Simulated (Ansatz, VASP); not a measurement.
# TiN: VASP beside Ansatz

```xyz
2
Lattice="0.0000 2.1220 2.1220 2.1220 0.0000 2.1220 2.1220 2.1220 0.0000" Properties=species:S:1:pos:R:3 pbc="T T T"
Ti    0.0000    0.0000    0.0000
N     2.1220    2.1220    2.1220
```

Alike in both runs: task relaxation of cell and atoms; functional PBEsol; k mesh 18 × 18 × 18; occupations gaussian, width 0.1 eV; no spin polarisation.

|  | VASP | Ansatz |
| --- | --- | --- |
| version | VASP 6.6.1 | Ansatz 0.2.0 |
| potentials or method | VASP PAW PBE potentials, release 64 (Ti_sv, N), cutoff 600 eV | scalar-relativistic, plane waves, PAW |
| valence electrons in the cell | 17 | 17 |

Ansatz gave:

| Quantity | Value |
| --- | --- |
| gap on the k mesh at the Fermi level, each at its own relaxed structure (eV) | none |
| relaxed volume (Å³/atom) | 9.29 |
| relaxed cell length with the largest relative difference (Å) | 2.973 |

Problem. Which values does VASP return?

Solution. gap on the k mesh at the Fermi level, each at its own relaxed structure (eV): none; relaxed volume (Å³/atom): 9.30; relaxed cell length with the largest relative difference (Å): 2.974.

VASP's potentials were made for PBE, not for PBEsol, and Ansatz warns of the same on its side. A gap of «none» marks a metal or a gap that the smearing closes.
